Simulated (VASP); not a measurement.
# Si (a cell with a defect) in VASP: notebook

Runs on Si (a cell with a defect). Level: PBE+D3(BJ). Tasks: single point.

Everything below comes from runs of VASP 6.6.1. Logs are shortened: lines on timing, memory, paths and dates and some standing lists are left out, and cuts for length are marked.

**1. The cell of the first run**

The cell holds a defect, 63 atoms: a = 10.860 Å, b = 10.860 Å, c = 10.860 Å, α = 90.00°, β = 90.00°, γ = 90.00°.

**2. Single point, PBE+D3(BJ), collinear spin**

The input, INCAR:

```
  PREC = Accurate
  ENCUT = 520
  EDIFF = 1E-6
  ISMEAR = 0
  SIGMA = 0.02
  LREAL = Auto
  LASPH = True
  NELM = 150
  ALGO = Normal
  ISIF = 2
  LWAVE = False
  LCHARG = True
  ISPIN = 2
  MAGMOM = 0 0 0 0 0 0 0 0 0 0 0 0.13 0 0 0 0 0 0 0 0 0 0 0 0 0 0 0 0 0 0 0 0 0 0 0.11 0 0 0 0 0 0 0 0 0 0 0 0 0 0 0 0 0 0 0 0 0 0 0 0 0 0 0 0
  LORBIT = 11
  GGA = PE
  IVDW = 12
  LELF = True
  LVHAR = True
  NBANDS = 167
  NELECT = 251.0
  LUSENCCL = False
```

The input, KPOINTS:

```
Automatic mesh
0
Gamma
  1 1 1
```

The input, POSCAR:

```
Si
1.0
   10.8600000000      0.0000000000      0.0000000000
    0.0000000000     10.8600000000      0.0000000000
    0.0000000000      0.0000000000     10.8600000000
Si
63
Direct
    0.5025977901     -0.0103571823      0.0096572744
    0.6251997238      0.1267870166      0.1236603131
    0.7502730203      0.2514262431     -0.0010750460
    0.8738674954      0.3778390424      0.1240630755
    0.7487719153      0.0005539595      0.2474036832
    0.8737952118      0.1260042357      0.3763618785
    0.0026369245     -0.0001667587      0.0003761510
    0.1316798343      0.1193524862      0.1262812155
    0.2510040516      0.2484214549      0.0011333333
    0.3748271639      0.3762786372      0.1248407919
    0.4986548803      0.5014488950     -0.0006831492
    0.6159570902      0.6371007366      0.1230895028
    0.7496084715      0.7522502762     -0.0015808471
    0.8757320442      0.8760761510      0.1238513812
    0.2613141805     -0.0115981584      0.2514930939
    0.3741163904      0.1259871087      0.3748108656
    0.4991162063      0.2503851750      0.2490708103
    0.6222895028      0.3782236648      0.3723438306
    0.7429687845      0.5069905157      0.2480213628
    0.8726834254      0.6267807551      0.3731189687
    0.4979056169      0.0003802026      0.4987912523
    0.6265806630      0.1268082873      0.6236828729
    0.7481324125      0.2534252302      0.4980200737
    0.8747853591      0.3762507366      0.6240042357
    0.7502585635      0.0019581952      0.7489038674
    0.8765046961      0.1253880295      0.8754107735
    0.0003988029      0.4999931860     -0.0011988950
    0.1249711786      0.6253728361      0.1248336096
    0.2598619705      0.7484164825      0.0096622468
    0.4076897790      0.8453716390      0.1522239411
    0.0002988950      0.2477471455      0.2493288214
    0.1237956722      0.3752540516      0.3752632597
    0.2488016575      0.5005047882      0.2496025783
    0.3733143646      0.6332734807      0.3685717311
    0.6192205341      0.8772387661      0.3680054328
    0.0003716390      0.0016360958      0.4994930939
    0.1256161142      0.1256055249      0.6262432781
    0.2486405157      0.2509282689      0.5002528545
    0.3748994475      0.3765820442      0.6239823204
    0.4973876611      0.5048367403      0.4953637201
    0.6229385820      0.6268233886      0.6226021179
    0.7450588398      0.7513302026      0.4953914365
    0.8747867403      0.8772868324      0.6235579190
    0.2504715470     -0.0003763352      0.7518530387
    0.3762012891      0.1191187845      0.8812503683
    0.4980663904      0.2475255985      0.7517469613
    0.6262596685      0.3757138122      0.8734317680
    0.7484033149      0.5012168508      0.7474364641
    0.8743417127      0.6235186924      0.8742892265
   -0.0006960405      0.7505900552      0.2492919890
    0.1247949355      0.8752127993      0.3745717311
   -0.0020136280      0.5011002762      0.4983417127
    0.1236304788      0.6242007366      0.6248617864
    0.2479781768      0.7506441989      0.5006751381
    0.3742611418      0.8755901473      0.6248174033
   -0.0009211786      0.2502658379      0.7494669429
    0.1254306630      0.3733086556      0.8749991713
    0.2482265193      0.4993397790      0.7495596685
    0.3742136280      0.6248900552      0.8739290055
    0.4992506446      0.7506365562      0.7493745856
    0.6255570902      0.8762930939      0.8727302947
    0.0002580110      0.7497344383      0.7515906998
    0.1305746777      0.8741467772      0.8798954880
```

Potentials or basis: VASP PAW PBE potentials, release 64 (Si).

Command:

```bash
$ cat potpaw_PBE.64/Si/POTCAR > POTCAR
$ mpirun -np 1 vasp_gam > vasp.out
```

OUTCAR:

```text
PREC = Accurate
   ENCUT = 520
   EDIFF = 1E-6
   ISMEAR = 0
   LREAL = Auto
   LASPH = True
   NELM = 150
   ISIF = 2
   ISPIN = 2
   LORBIT = 11
   GGA = PE
   IVDW = 12
   NELECT = 251.0
 IVDW          = 12

 ion  position               nearest neighbor table
   1  0.503  0.990  0.010-  61 2.35   2 2.35  45 2.41  30 2.43
   2  0.625  0.127  0.124-   5 2.34   3 2.35   1 2.35  17 2.35
   3  0.750  0.251  0.999-  47 2.34   2 2.35   4 2.35  26 2.36
   4  0.874  0.378  0.124-  27 2.34   3 2.35  31 2.39  19 2.41
   5  0.749  0.001  0.247-   2 2.34  35 2.34  14 2.35   6 2.38
   6  0.874  0.126  0.376-  36 2.35  23 2.35  31 2.35   5 2.38
   7  0.003  1.000  0.000-  14 2.35  63 2.35   8 2.35  26 2.36
   8  0.132  0.119  0.126-   9 2.34   7 2.35  31 2.40  15 2.42
   9  0.251  0.248  0.001-   8 2.34  45 2.35  10 2.35  57 2.36
  10  0.375  0.376  0.125-  17 2.35  11 2.35  33 2.35   9 2.35
  11  0.499  0.501  0.999-  59 2.34  10 2.35  12 2.37  47 2.38
  12  0.616  0.637  0.123-  13 2.35  11 2.37  19 2.40
  13  0.750  0.752  0.998-  61 2.34  12 2.35  14 2.35  49 2.37
  14  0.876  0.876  0.124-   7 2.35  50 2.35   5 2.35  13 2.35
  15  0.261  0.988  0.251-  51 2.34  16 2.35   8 2.42  30 2.47
  16  0.374  0.126  0.375-  21 2.34  15 2.35  17 2.35  38 2.36
  17  0.499  0.250  0.249-  18 2.35  10 2.35   2 2.35  16 2.35
[... 44 lines left out ...]
  62  0.000  0.750  0.752-  49 2.35  53 2.36  43 2.39  63 2.40
  63  0.131  0.874  0.880-  44 2.34   7 2.35  62 2.40  29 2.41

  LATTYP: Found a simple cubic cell.
 ALAT       =    10.8600000000

  Lattice vectors:

 A1 = (  10.8600000000,   0.0000000000,   0.0000000000)
 A2 = (   0.0000000000,  10.8600000000,   0.0000000000)
 A3 = (   0.0000000000,   0.0000000000,  10.8600000000)

Analysis of symmetry for initial positions (statically):
=====================================================================
 Subroutine PRICEL returns:
 Original cell was already a primitive cell.

 Routine SETGRP: Setting up the symmetry group for a
 simple cubic supercell.

 Subroutine GETGRP returns: Found  1 space group operations
 (whereof  1 operations were pure point group operations)
 out of a pool of 48 trial point group operations.

The static configuration has the point symmetry C_1 .

Analysis of symmetry for dynamics (positions and initial velocities):
=====================================================================
 Subroutine PRICEL returns:
 Original cell was already a primitive cell.

 Routine SETGRP: Setting up the symmetry group for a
 simple cubic supercell.

 Subroutine GETGRP returns: Found  1 space group operations
 (whereof  1 operations were pure point group operations)
 out of a pool of 48 trial point group operations.

The dynamic configuration has the point symmetry C_1 .

Analysis of structural, dynamic, and magnetic symmetry:
=====================================================================
 Subroutine PRICEL returns:
 Original cell was already a primitive cell.

 Routine SETGRP: Setting up the symmetry group for a
 simple cubic supercell.

 Subroutine GETGRP returns: Found  1 space group operations
 (whereof  1 operations were pure point group operations)
 out of a pool of 48 trial point group operations.

The overall configuration has the point symmetry C_1 .

 Subroutine INISYM returns: Found  1 space group operations
 (whereof  1 operations are pure point group operations),
 and found     1 'primitive' translations

----------------------------------------------------------------------------------------

                                     Primitive cell

  volume of cell :    1280.8241

  direct lattice vectors                    reciprocal lattice vectors
    10.860000000  0.000000000  0.000000000     0.092081031  0.000000000  0.000000000
     0.000000000 10.860000000  0.000000000     0.000000000  0.092081031  0.000000000
[... 182 lines left out ...]
   NELM   =    150;   NELMIN=  2; NELMDL= -5     # of ELM steps
   EDIFF  = 0.1E-05   stopping-criterion for ELM
   LREAL  =      T    real-space projection
   EDIFFG = 0.1E-04   stopping-criterion for IOM
   NSW    =      0    number of steps for IOM
   IBRION =     -1    ionic relax: 0-MD 1-quasi-New 2-CG
   NFREE  =      0    steps in history (QN), initial steepest desc. (CG)
   ISIF   =      2    stress and relaxation
   ISYM   =      2    0-nonsym 1-usesym 2-fastsym
   POTIM  = 0.5000    time-step for ionic-motion
   TEBEG  =    0.0;   TEEND  =   0.0 temperature during run
   PSTRESS=    0.0 pullay stress
   NELECT =     251.0000    total number of electrons
   NUPDOWN=      -1.0000    fix difference up-down
   EMIN   =  10.00;   EMAX   =-10.00  energy-range for DOS
   EFERMI =   0.00;   METHOD = LEGACY
   ISMEAR =     0;   SIGMA  =   0.02  broadening in eV -4-tet -1-fermi 0-gaus
   EFERMI_NEDOS =   21; number of points for ismear=-14 and -15
   IALGO  =     38    algorithm
   IMIX   =      4    mixing-type and parameters
     AMIX     =   0.40;   BMIX     =  1.00
     AMIX_MAG =   1.60;   BMIX_MAG =  1.00
  volume/ion in A,a.u.               =      20.33       137.20
  Fermi-wavevector in a.u.,A,eV,Ry     =   0.950903  1.796946 12.302614  0.904217
  Thomas-Fermi vector in A             =   2.079323
   LORBIT       =     11    0 simple, 1 ext, 2 COOP (PROOUT), +10 PAW based schemes
   GGA     = PE    functional components
   LHFCALC =     F    Hartree Fock is set to
   AEXX    =    0.0000 exact exchange contribution
   IVDW    =    12    specifies the selected vdW correction
   LEPSILON=     F    determine dielectric tensor
   LRPA    =     F    only Hartree local field effects (RPA)
 spin polarized calculation
 Gauss-broadening in eV      SIGMA  =   0.02
  energy-cutoff  :      520.00
  volume of cell :     1280.82
 maximum number of plane-waves:     17229
 NGX is ok and might be reduce to    84
   NGX = 41   NGY = 41   NGZ = 41

 number of electron     250.9999990 magnetization       1.0000205

 Free energy of the ion-electron system (eV)
  ---------------------------------------------------
  ext. energy  EPLUGINS =         0.00000000
  ---------------------------------------------------
  free energy    TOTEN  =      -338.09898635 eV

  energy without entropy =     -338.09895557  energy(sigma->0) =     -338.09897096

 E-fermi :   6.1639     XC(G=0):  -9.3251

 val. band max:        6.1153082603   @ k =   0.0000   0.0000   0.0000
 cond. band min:       6.2125055062   @ k =   0.0000   0.0000   0.0000
 fundamental gap:      0.0971972459
 Fermi energy:         6.1639068332

 spin component 1

 k-point     1 :       0.0000    0.0000    0.0000
  band No.  band energies     occupation
      1      -6.1821      1.00000
      2      -5.1431      1.00000
      3      -5.1346      1.00000
      4      -5.1189      1.00000
      5      -5.1155      1.00000
      6      -5.0973      1.00000
[... 129 lines left out ...]
    136       6.8923      0.00000
    137       6.9321      0.00000
 Fermi energy:         6.1639068332

 spin component 2

 k-point     1 :       0.0000    0.0000    0.0000
  band No.  band energies     occupation
      1      -6.1710      1.00000
      2      -5.1358      1.00000
      3      -5.1162      1.00000
      4      -5.1087      1.00000
      5      -5.1053      1.00000
      6      -5.0911      1.00000
[... 129 lines left out ...]
    136       6.9016      0.00000
    137       6.9468      0.00000
 [bands above 137 left out]

------------------------ aborting loop because EDIFF is reached ----------------------------------------

 Edisp (eV)  -19.96395

 E6    (eV) :   -11.6885

 E8    (eV) :    -8.2755

  FORCE on cell =-STRESS in cart. coord.  units (eV):
  Direction    XX          YY          ZZ          XY          YZ          ZX
  --------------------------------------------------------------------------------------
  -------------------------------------------------------------------------------------
  Total     -16.41703   -17.36124   -15.45236     4.08247    -0.37254    -4.95967
  in kB     -20.53599   -21.71710   -19.32929     5.10675    -0.46601    -6.20403
  external pressure =      -20.53 kB  Pullay stress =        0.00 kB

 VOLUME and BASIS-vectors are now :
 -----------------------------------------------------------------------------
  energy-cutoff  :      520.00
  volume of cell :     1280.82
      direct lattice vectors                 reciprocal lattice vectors
    10.860000000  0.000000000  0.000000000     0.092081031  0.000000000  0.000000000
     0.000000000 10.860000000  0.000000000     0.000000000  0.092081031  0.000000000
     0.000000000  0.000000000 10.860000000     0.000000000  0.000000000  0.092081031

 POSITION                                       TOTAL-FORCE (eV/Angst)
 -----------------------------------------------------------------------------------
      5.45821     10.74752      0.10488         0.005659      0.043000     -0.043750
      6.78967      1.37691      1.34295        -0.002765      0.000576      0.001696
      8.14797      2.73049     10.84833         0.001697     -0.007708      0.008635
      9.49020      4.10333      1.34732         0.006053     -0.007218     -0.003041
      8.13166      0.00602      2.68680        -0.015153     -0.022697     -0.011645
      9.48942      1.36841      4.08729        -0.001827     -0.010364      0.010583
[... 55 lines left out ...]
      0.00280      8.14212      8.16227        -0.000333     -0.008615      0.011664
      1.41804      9.49323      9.55566        -0.004990      0.006177     -0.008214
 -----------------------------------------------------------------------------------
    total drift:                               -0.000563      0.008226     -0.024772

  FREE ENERGIE OF THE ION-ELECTRON SYSTEM (eV)
  ---------------------------------------------------
  free  energy   TOTEN  =      -358.0629334297 eV

  energy  without entropy=     -358.0629026585  energy(sigma->0) =     -358.06291804

 total charge

# of ion       s       p       d       tot
------------------------------------------
    1        0.744   0.921   0.000   1.666
    2        0.739   0.959   0.000   1.698
    3        0.739   0.956   0.000   1.695
    4        0.745   0.928   0.000   1.673
    5        0.742   0.948   0.000   1.690
    6        0.744   0.941   0.000   1.685
[... 55 lines left out ...]
   62        0.746   0.929   0.000   1.675
   63        0.744   0.928   0.000   1.671
--------------------------------------------------
tot         46.841  59.140   0.000 105.981

 magnetization (x)

# of ion       s       p       d       tot
------------------------------------------
    1        0.003   0.016   0.000   0.019
    2        0.001   0.001   0.000   0.001
    3        0.000   0.003   0.000   0.003
    4        0.001   0.002   0.000   0.002
    5        0.000   0.007   0.000   0.007
    6        0.001   0.004   0.000   0.005
[... 55 lines left out ...]
   62        0.000   0.009   0.000   0.009
   63       -0.000  -0.000   0.000  -0.000
--------------------------------------------------
tot          0.066   0.317   0.000   0.383
```

Run time: 2.2 min. Hardware: 1 × NVIDIA H100 80GB with 1 thread of AMD EPYC 7R13 (Zen 3), shared host; peak memory 1.9 GiB.

Results:

| Item | Value |
| --- | --- |
| Free energy | -358.0629 eV |
| Largest force | 0.449 eV/Å |
| Net moment | 1.00 μB per cell |
| Site moments | Si +0.02, +0.00, +0.01, -0.00, +0.05, +0.15 (each value once) μB |
| Valence electrons inside the program's atomic spheres | Si 1.67, 1.70, 1.69, 1.68, 1.62, 1.65, 1.66, 1.56, 1.64 (each value once) |
| Dispersion energy per atom | -0.317 eV |

Forces in eV/Å, atoms in the order of the input:
```
Si   0.006  0.043 -0.044
Si  -0.003  0.001  0.002
Si   0.002 -0.008  0.009
Si   0.006 -0.007 -0.003
Si  -0.015 -0.023 -0.012
Si  -0.002 -0.010  0.011
Si   0.005 -0.004  0.001
Si  -0.014  0.020 -0.005
Si   0.000  0.004  0.001
Si   0.003  0.005  0.009
Si   0.004  0.008  0.015
Si   0.027 -0.018  0.029
Si  -0.008  0.001  0.009
Si   0.006 -0.002  0.003
Si  -0.014  0.018 -0.010
Si   0.000 -0.005 -0.007
Si   0.002 -0.003  0.005
Si   0.002 -0.005  0.006
Si   0.016 -0.015  0.012
Si   0.009 -0.006  0.003
Si   0.005 -0.027 -0.014
Si  -0.003 -0.003  0.005
Si   0.004 -0.009  0.000
Si  -0.001  0.000 -0.001
Si   0.006 -0.012 -0.005
Si  -0.001 -0.001  0.002
Si   0.012  0.000  0.014
Si   0.009 -0.002  0.008
Si  -0.013  0.006 -0.016
Si  -0.232  0.255 -0.288
Si   0.000 -0.006  0.007
Si   0.004  0.004  0.005
Si   0.018  0.009  0.002
Si   0.023 -0.061  0.079
Si   0.053 -0.020  0.049
Si   0.016 -0.019 -0.006
Si   0.000  0.002  0.005
Si   0.011 -0.014 -0.005
Si  -0.004 -0.019  0.013
Si   0.006 -0.034  0.033
Si  -0.002 -0.005  0.014
Si   0.012 -0.013  0.012
Si   0.012  0.000  0.005
Si   0.004 -0.006 -0.006
Si  -0.010  0.014 -0.009
Si   0.003 -0.008  0.011
Si  -0.002  0.013  0.012
Si   0.006 -0.003  0.002
Si  -0.010  0.003  0.017
Si   0.005 -0.003  0.003
Si   0.016 -0.010 -0.004
Si   0.012 -0.006  0.004
Si  -0.003  0.006  0.010
Si   0.013 -0.016 -0.006
Si   0.000 -0.005  0.001
Si   0.003 -0.004  0.005
Si  -0.002  0.007 -0.001
Si   0.016 -0.004 -0.001
Si  -0.009 -0.001  0.001
Si  -0.002 -0.002  0.007
Si   0.000  0.007  0.000
Si   0.000 -0.009  0.012
Si  -0.005  0.006 -0.008
```

Levels at points of the mesh, in eV from the Fermi level:
Spin up:
| k point | band 122 | band 123 | band 124 | band 125 | band 126 | band 127 | band 128 | band 129 | band 130 | band 131 |
| --- | --- | --- | --- | --- | --- | --- | --- | --- | --- | --- |
| (0.00, 0.00, 0.00) | -1.53 | -0.84 | -0.81 | -0.73 | -0.05 | 0.05 | 0.13 | 0.27 | 0.28 | 0.34 |
Spin down:
```tsv
k point	band 121	band 122	band 123	band 124	band 125	band 126	band 127	band 128	band 129	band 130
(0.00, 0.00, 0.00)	-1.55	-1.52	-0.78	-0.75	-0.70	0.08	0.16	0.22	0.29	0.29
```

Caveat: the k points lie up to 0.58 Å⁻¹ apart; the cell carries a net charge on a neutralising background, which shifts energy and pressure; the cell is charged against a uniform background, so pressure and absolute levels hang on convention.

(Part 1 of 4 ends here.)
